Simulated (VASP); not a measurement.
# Li2H5 (R-3m) in VASP: a series of runs

Li2H5 is run at these levels: PBE; tasks: single point, relaxation of cell and atoms.

All numbers are computed with VASP 6.6.1; they aren't measurements. Logs are shortened: lines on timing, memory, paths and dates and some standing lists are left out, and cuts for length are marked.

## (1) The cell of the first run

Symmetry: R-3m, No. 166, trigonal system. The conventional cell has a = 2.752 Å, b = 2.752 Å, c = 18.179 Å, α = 90.00°, β = 90.00°, γ = 120.00°. Li (site symmetry 3m) has 13 H at 1.83 to 2.37 Å within 2.4 Å. Within 2.4 Å of H (site symmetry 3m) lie 7 H at 1.75 to 2.27 Å and 4 Li at 1.83 to 2.37 Å. Within 2.3 Å of H (site symmetry 3m) lie 4 H at 1.59 to 2.27 Å and 6 Li at 2.10 to 2.13 Å. Within 2.3 Å of H (site symmetry -3m) lie 6 H at 1.75 Å and 6 Li at 2.28 Å.

The cell was generated, and may not be a known phase.

## (2) Single point, PBE

File INCAR:

```
ALGO = Normal
EDIFF = 1E-7
ENCUT = 520
GGA = PE
ISIF = 2
ISMEAR = 0
LASPH = True
LCHARG = False
LREAL = False
LWAVE = False
NBANDS = 14
NELM = 60
PREC = Accurate
SIGMA = 0.1
```

File KPOINTS:

```
k-points
0
Gamma
  6 6 6
```

File POSCAR:

```
Li2H5
1.0
    1.3757607014      0.7942958113      6.0596591348
   -1.3757607014      0.7942958113      6.0596591348
    0.0000000000     -1.5885916226      6.0596591348
Li H
2 5
Direct
    0.0766899566      0.0766899566      0.0766899566
    0.9233100434      0.9233100434      0.9233100434
    0.2070186595      0.2070186595      0.2070186595
    0.7929813405      0.7929813405      0.7929813405
    0.3319483372      0.3319483372      0.3319483372
    0.6680516628      0.6680516628      0.6680516628
    0.5000000000      0.5000000000      0.5000000000
```

Potentials or basis: VASP PAW PBE potentials, release 64 (Li_sv, H).

Launch:

```
> cat potpaw_PBE.64/Li_sv/POTCAR potpaw_PBE.64/H/POTCAR > POTCAR
> mpirun -np 1 vasp_std > vasp.out
```

OUTCAR:

```text
EDIFF = 1E-7
   ENCUT = 520
   GGA = PE
   ISIF = 2
   ISMEAR = 0
   LASPH = True
   LREAL = False
   NELM = 60
   PREC = Accurate

 ion  position               nearest neighbor table
   1  0.077  0.077  0.077-
   2  0.923  0.923  0.923-
   3  0.207  0.207  0.207-
   4  0.793  0.793  0.793-
   5  0.332  0.332  0.332-
   6  0.668  0.668  0.668-
   7  0.500  0.500  0.500-

  LATTYP: Found a trigonal (rhomboedric) cell.
 ALAT       =     6.2644307142
 COS(alpha) =     0.9035388191

  Lattice vectors:

 A1 = (   1.3757607014,   0.7942958113,   6.0596591348)
 A2 = (  -1.3757607014,   0.7942958113,   6.0596591348)
 A3 = (   0.0000000000,  -1.5885916226,   6.0596591348)

Analysis of symmetry for initial positions (statically):
=====================================================================
 Subroutine PRICEL returns:
 Original cell was already a primitive cell.

 Routine SETGRP: Setting up the symmetry group for a
 trigonal (rhombohedral) supercell.

 Subroutine GETGRP returns: Found 12 space group operations
 (whereof 12 operations were pure point group operations)
 out of a pool of 12 trial point group operations.

The static configuration has the point symmetry D_3d.

Analysis of symmetry for dynamics (positions and initial velocities):
=====================================================================
 Subroutine PRICEL returns:
 Original cell was already a primitive cell.

 Routine SETGRP: Setting up the symmetry group for a
 trigonal (rhombohedral) supercell.

 Subroutine GETGRP returns: Found 12 space group operations
 (whereof 12 operations were pure point group operations)
 out of a pool of 12 trial point group operations.

The dynamic configuration has the point symmetry D_3d.

 Subroutine INISYM returns: Found 12 space group operations
 (whereof 12 operations are pure point group operations),
 and found     1 'primitive' translations

----------------------------------------------------------------------------------------

                                     Primitive cell

  volume of cell :      39.7306

  direct lattice vectors                    reciprocal lattice vectors
     1.375760701  0.794295811  6.059659135     0.363435298  0.209829467  0.055008595
    -1.375760701  0.794295811  6.059659135    -0.363435298  0.209829467  0.055008595
     0.000000000 -1.588591623  6.059659135     0.000000000 -0.419658934  0.055008595

  length of vectors
     6.264430714  6.264430714  6.264430714     0.423248823  0.423248823  0.423248823

  position of ions in fractional coordinates (direct lattice)
     0.076689957  0.076689957  0.076689957
     0.923310043  0.923310043  0.923310043
     0.207018660  0.207018660  0.207018660
     0.792981340  0.792981340  0.792981340
     0.331948337  0.331948337  0.331948337
     0.668051663  0.668051663  0.668051663
     0.500000000  0.500000000  0.500000000

  ion indices of the primitive-cell ions
   primitive index   ion index
                 1           1
                 2           2
                 3           3
                 4           4
                 5           5
                 6           6
                 7           7

----------------------------------------------------------------------------------------

 KPOINTS: k-points

Automatic generation of k-mesh.
 Grid dimensions read from file:
 generate k-points for:    6    6    6

 Generating k-lattice:

  Cartesian coordinates                     Fractional coordinates (reciprocal lattice)
     0.060572550  0.034971578  0.009168099     0.166666667 -0.000000000 -0.000000000
    -0.060572550  0.034971578  0.009168099    -0.000000000  0.166666667 -0.000000000
     0.000000000 -0.069943156  0.009168099    -0.000000000 -0.000000000  0.166666667

  Length of vectors
     0.070541471  0.070541471  0.070541471

  Shift w.r.t. Gamma in fractional coordinates (k-lattice)
     0.000000000  0.000000000  0.000000000

 Subroutine IBZKPT returns following result:
 ===========================================

 Found     32 irreducible k-points:

 Following reciprocal coordinates:
            Coordinates               Weight
  0.000000  0.000000  0.000000      1.000000
  0.166667  0.000000  0.000000      6.000000
  0.333333  0.000000  0.000000      6.000000
  0.500000 -0.000000 -0.000000      3.000000
  0.166667  0.166667  0.000000      6.000000
  0.333333  0.166667 -0.000000     12.000000
[... 16 lines left out ...]
  0.500000  0.500000  0.166667      6.000000
 -0.333333  0.500000  0.166667     12.000000
 [... further k-points ...]
   k-points           NKPTS =     32   k-points in BZ     NKDIM =     32   number of bands    NBANDS=     14
   number of dos      NEDOS =    301   number of ions     NIONS =      7
   total plane-waves  NPLWV = 110592
   dimension x,y,z NGX =    48 NGY =   48 NGZ =   48
   dimension x,y,z NGXF=    96 NGYF=   96 NGZF=   96
   ions per type =               2   5
   NGX,Y,Z   is equivalent  to a cutoff of  12.74, 12.74, 12.74 a.u.
   NGXF,Y,Z  is equivalent  to a cutoff of  25.48, 25.48, 25.48 a.u.
 SYSTEM =  unknown system
   PREC   = accura    normal or accurate (medium, high low for compatibility)
   ISTART =      0    job   : 0-new  1-cont  2-samecut
   ICHARG =      2    charge: 1-file 2-atom 10-const
   ISPIN  =      1    spin polarized calculation?
   LNONCOLLINEAR =      F non collinear calculations
   LSORBIT =      F    spin-orbit coupling
   LASPH  =      T    aspherical Exc in radial PAW
   ENCUT  =  520.0 eV  38.22 Ry    6.18 a.u.  11.65 11.65 11.65*2*pi/ulx,y,z
   NELM   =     60;   NELMIN=  2; NELMDL= -5     # of ELM steps
   EDIFF  = 0.1E-06   stopping-criterion for ELM
   LREAL  =      F    real-space projection
   EDIFFG = 0.1E-05   stopping-criterion for IOM
   NSW    =      0    number of steps for IOM
   IBRION =     -1    ionic relax: 0-MD 1-quasi-New 2-CG
   NFREE  =      0    steps in history (QN), initial steepest desc. (CG)
   ISIF   =      2    stress and relaxation
   ISYM   =      2    0-nonsym 1-usesym 2-fastsym
   POTIM  = 0.5000    time-step for ionic-motion
   TEBEG  =    0.0;   TEEND  =   0.0 temperature during run
   PSTRESS=    0.0 pullay stress
   NELECT =      11.0000    total number of electrons
   NUPDOWN=      -1.0000    fix difference up-down
   EMIN   =  10.00;   EMAX   =-10.00  energy-range for DOS
   EFERMI =   0.00;   METHOD = LEGACY
   ISMEAR =     0;   SIGMA  =   0.10  broadening in eV -4-tet -1-fermi 0-gaus
   EFERMI_NEDOS =   21; number of points for ismear=-14 and -15
   IALGO  =     38    algorithm
   IMIX   =      4    mixing-type and parameters
     AMIX     =   0.40;   BMIX     =  1.00
     AMIX_MAG =   1.60;   BMIX_MAG =  1.00
  volume/ion in A,a.u.               =       5.68        38.30
  Fermi-wavevector in a.u.,A,eV,Ry     =   1.066999  2.016337 15.490067  1.138488
  Thomas-Fermi vector in A             =   2.202602
   LORBIT       =      0    0 simple, 1 ext, 2 COOP (PROOUT), +10 PAW based schemes
   GGA     = PE    functional components
   LHFCALC =     F    Hartree Fock is set to
   AEXX    =    0.0000 exact exchange contribution
   IVDW    =     0    specifies the selected vdW correction
   LEPSILON=     F    determine dielectric tensor
   LRPA    =     F    only Hartree local field effects (RPA)
 non-spin polarized calculation
 Gauss-broadening in eV      SIGMA  =   0.10
  energy-cutoff  :      520.00
  volume of cell :       39.73
 maximum number of plane-waves:      1080
 NGX is ok and might be reduce to    48
   NGX = 23   NGY = 23   NGZ = 23

 number of electron      11.0000007 magnetization

 Free energy of the ion-electron system (eV)
  ---------------------------------------------------
  ext. energy  EPLUGINS =         0.00000000
  ---------------------------------------------------
  free energy    TOTEN  =       -18.29955841 eV

  energy without entropy =      -18.29614048  energy(sigma->0) =      -18.29784945

 E-fermi :   1.3638     XC(G=0):  -9.3242

 val. band max:        1.3614597197   @ k =   0.5000   0.1667   0.0000
 cond. band min:       2.0477966431   @ k =  -0.3333   0.1667  -0.0000
 fundamental gap:      0.6863369234
 Fermi energy:         1.3638388507

 k-point     1 :       0.0000    0.0000    0.0000
  band No.  band energies     occupation
      1     -43.7690      2.00000
      2     -43.7562      2.00000
      3      -8.1219      2.00000
      4      -6.8933      2.00000
      5      -1.4790      2.00000
      6       7.3266      0.00000
      7       7.5267      0.00000
      8      10.0724      0.00000
      9      12.9851      0.00000
     10      16.0217      0.00000
     11      17.5189      0.00000
     12      17.5189      0.00000
     13      18.1253      0.00000
     14      18.1253      0.00000

 k-point     2 :       0.1667    0.0000    0.0000
  band No.  band energies     occupation
      1     -43.7576      2.00000
      2     -43.7456      2.00000
      3      -7.5429      2.00000
      4      -6.2314      2.00000
      5      -1.1524      2.00000
      6       6.5288      0.00000
      7       7.5838      0.00000
      8       7.7950      0.00000
      9      11.4055      0.00000
     10      13.2742      0.00000
     11      14.6154      0.00000
     12      14.8862      0.00000
     13      15.8007      0.00000
     14      16.3688      0.00000
[... 343 lines left out ...]
      1     -43.7342      2.00000
      2     -43.7254      2.00000
      3      -5.5018      2.00000
      4      -4.9661      2.00000
      5       0.1831      2.00000
      6       2.6483      0.00000
      7       4.0985      0.00000
      8       6.4706      0.00000
      9       9.1965      0.00000
     10      12.2258      0.00000
     11      12.3345      0.00000
     12      13.7625      0.00000
     13      14.6511      0.00000
     14      15.3578      0.00000

 k-point    24 :      -0.3333    0.5000    0.1667
  band No.  band energies     occupation
      1     -43.7230      2.00000
      2     -43.7145      2.00000
      3      -3.8315      2.00000
      4      -3.4619      2.00000
      5      -0.0965      2.00000
      6       0.7840      2.00000
      7       2.6518      0.00000
      8       6.7809      0.00000
      9       7.7503      0.00000
     10       8.4182      0.00000
     11      10.4147      0.00000
     12      12.0918      0.00000
     13      15.3218      0.00000
     14      15.4812      0.00000

 [... further k-points ...]

------------------------ aborting loop because EDIFF is reached ----------------------------------------

  FORCE on cell =-STRESS in cart. coord.  units (eV):
  Direction    XX          YY          ZZ          XY          YZ          ZX
  --------------------------------------------------------------------------------------
  -------------------------------------------------------------------------------------
  Total       -0.0985695     -0.0985695     -0.1501542      0.0000000      0.0000000      0.0000000
  in kB       -3.9749216     -3.9749216     -6.0551286      0.0000000      0.0000000      0.0000000
  external PRESSURE =      -4.6683239 kB  Pullay stress =       0.0000000 kB

 VOLUME and BASIS-vectors are now :
 -----------------------------------------------------------------------------
  energy-cutoff  :      520.00
  volume of cell :       39.73
      direct lattice vectors                 reciprocal lattice vectors
     1.375760701  0.794295811  6.059659135     0.363435298  0.209829467  0.055008595
    -1.375760701  0.794295811  6.059659135    -0.363435298  0.209829467  0.055008595
     0.000000000 -1.588591623  6.059659135     0.000000000 -0.419658934  0.055008595

 POSITION                                       TOTAL-FORCE (eV/Angst)
 -----------------------------------------------------------------------------------
      0.00000      0.00000      1.39414         0.000000     -0.000000     -0.011428
      0.00000      0.00000     16.78483         0.000000      0.000000      0.011428
      0.00000      0.00000      3.76339         0.000000     -0.000000     -0.011595
      0.00000      0.00000     14.41559         0.000000      0.000000      0.011595
      0.00000      0.00000      6.03448         0.000000      0.000000      0.003187
      0.00000      0.00000     12.14450         0.000000      0.000000     -0.003187
      0.00000      0.00000      9.08949        -0.000000      0.000000     -0.000000
 -----------------------------------------------------------------------------------
    total drift:                               -0.000000      0.000000      0.000000

  FREE ENERGIE OF THE ION-ELECTRON SYSTEM (eV)
  ---------------------------------------------------
  free  energy   TOTEN  =       -18.2995584145 eV

  energy  without entropy=      -18.2961404756  energy(sigma->0) =      -18.29784945
```

Run time: 2 min. Hardware: 1 thread of Intel Xeon 8259CL, shared host; peak memory 0.29 GiB.

Results:

| Quantity | Value |
| --- | --- |
| Free energy | -18.2996 eV |
| Largest force | 0.012 eV/Å |
| Band gap on the k mesh | zero (an odd number of electrons rules out a gap without spin polarisation) |

Forces on the atoms (eV/Å):
```
Li   0.000  0.000 -0.011
Li   0.000  0.000  0.011
H    0.000  0.000 -0.012
H    0.000  0.000  0.012
H    0.000  0.000  0.003
H    0.000  0.000 -0.003
H    0.000  0.000  0.000
```

Levels at points of the mesh, in eV from the Fermi level:
| k point | band 3 | band 4 | band 5 | band 6 | band 7 | band 8 |
| --- | --- | --- | --- | --- | --- | --- |
| (0.00, 0.00, 0.00) | -9.49 | -8.26 | -2.84 | 5.96 | 6.16 | 8.71 |
| (0.50, 0.00, 0.00) | -5.40 | -3.49 | -3.08 | -1.05 | 1.66 | 3.71 |
| (0.50, 0.50, 0.00) | -5.15 | -4.24 | -2.49 | -1.31 | 1.55 | 5.78 |
| (0.50, 0.50, 0.50) | -9.07 | -8.87 | -1.95 | 2.77 | 8.16 | 8.91 |

Caveat: the k points lie up to 0.44 Å⁻¹ apart, too coarse for converged energies and pressures of a metal; the cutoff is under 1.25 times the usual one of these potentials, so pressure, stress and relaxed cells hold a basis-set (Pulay) error.

(Continued in part 2 of 2.)

The gap in the log of VASP goes by the Fermi energy; the results here count the filled bands.